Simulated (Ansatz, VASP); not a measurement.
# Cl in VASP and in Ansatz

```
Cl
1.0
     3.44800   -1.94071    0.00000
     3.44800    1.94071    0.00000
     0.00000    0.00000    8.00014
Cl
4
Direct
  0.87329 0.12671 0.11123
  0.62671 0.37329 0.61123
  0.12671 0.87329 0.88877
  0.37329 0.62671 0.38877
```

Alike in both runs: functional PBEsol; k mesh 8 × 8 × 4; occupations gaussian, width 0.02 eV; no spin polarisation.

Ansatz relaxed the structure, and its values are those at the end. VASP's run is a single point on that final structure, the one shown.

|  | VASP | Ansatz |
| --- | --- | --- |
| version | VASP 6.6.1 | Ansatz 0.2.0 |
| potentials or method | VASP PAW PBE potentials, release 64 (Cl), cutoff 520 eV | scalar-relativistic, plane waves, PAW |
| valence electrons in the cell | 28 | 28 |

```csv
,VASP,Ansatz,Ansatz less VASP
gap on the k mesh at the Fermi level (eV),2.07,2.02,-0.047
least direct gap on the mesh (eV),2.07,2.02,-0.047
pressure (GPa),-0.3,0.0,+0.28
rms of the force components (eV/Å),0.083,0.001,-0.0829
```

VASP's potentials were made for PBE, not for PBEsol.
